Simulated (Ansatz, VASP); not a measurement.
## Two plane-wave programs on Ga

File INCAR:

```
SYSTEM = Ga
PREC = Accurate
ENCUT = 500
EDIFF = 1E-6
ISMEAR = 0
SIGMA = 0.1
LREAL = .False.
LASPH = .True.
NELM = 120
ALGO = Normal
ISIF = 2
LWAVE = .False.
LCHARG = .False.
GGA = PS
NBANDS = 34
GGA_COMPAT = .False.
```

The input KPOINTS:

```
regular mesh
0
Gamma
  6 6 4
  0 0 0
```

Contents of POSCAR:

```
Ga
1.0
    4.0410118358      0.0000000000      0.0000000000
   -2.0205059179      3.4996189068      0.0000000000
    0.0000000000      0.0000000000      6.6690527695
Ga
4
Direct
    0.6666666667      0.3333333333      0.0629118566
    0.3333333333      0.6666666667      0.5629118566
    0.6666666667      0.3333333333      0.4370881434
    0.3333333333      0.6666666667      0.9370881434
```

Input for Ansatz:

```yaml
crystal:
  lattice:
    - [4.0410118358, 0.0, 0.0]
    - [-2.0205059179, 3.4996189068, 0.0]
    - [0.0, 0.0, 6.6690527695]
  atoms:
    - { symbol: Ga, position: [0.6666666667, 0.3333333333, 0.0629118566] }
    - { symbol: Ga, position: [0.3333333333, 0.6666666667, 0.5629118566] }
    - { symbol: Ga, position: [0.6666666667, 0.3333333333, 0.4370881434] }
    - { symbol: Ga, position: [0.3333333333, 0.6666666667, 0.9370881434] }
basis:
  ecutwfc: 420
kpoints:
  mp_grid: { grid: [6, 6, 4] }
hamiltonian:
  xc: pbesol
scf:
  occupations: { method: gaussian, width: 0.1 }
output:
  forces: true
  stress: true
  eigenvalues: true
```

Alike in both runs: task single point; functional PBEsol; k mesh 6 × 6 × 4; occupations gaussian, width 0.1 eV; no spin polarisation.

|  | VASP | Ansatz |
| --- | --- | --- |
| version | VASP 6.6.1 | Ansatz 0.2.0 |
| potentials or method | VASP PAW PBE potentials, release 64 (Ga_d), cutoff 500 eV | scalar-relativistic, plane waves, PAW |
| valence electrons in the cell | 52 | 52 |

|  | VASP | Ansatz | Ansatz less VASP |
| --- | --- | --- | --- |
| gap on the k mesh at the Fermi level (eV) | none | none | - |
| pressure (GPa) | 0.9 | 0.9 | -0.03 |
| traceless stress, the component that is largest in VASP (GPa) | -1.68 | -1.67 | +0.005 |

VASP's potentials were made for PBE, not for PBEsol. A gap of «none» marks a metal or a gap that the smearing closes. With one functional, cell and mesh, what is left measures potentials, basis and numerics.
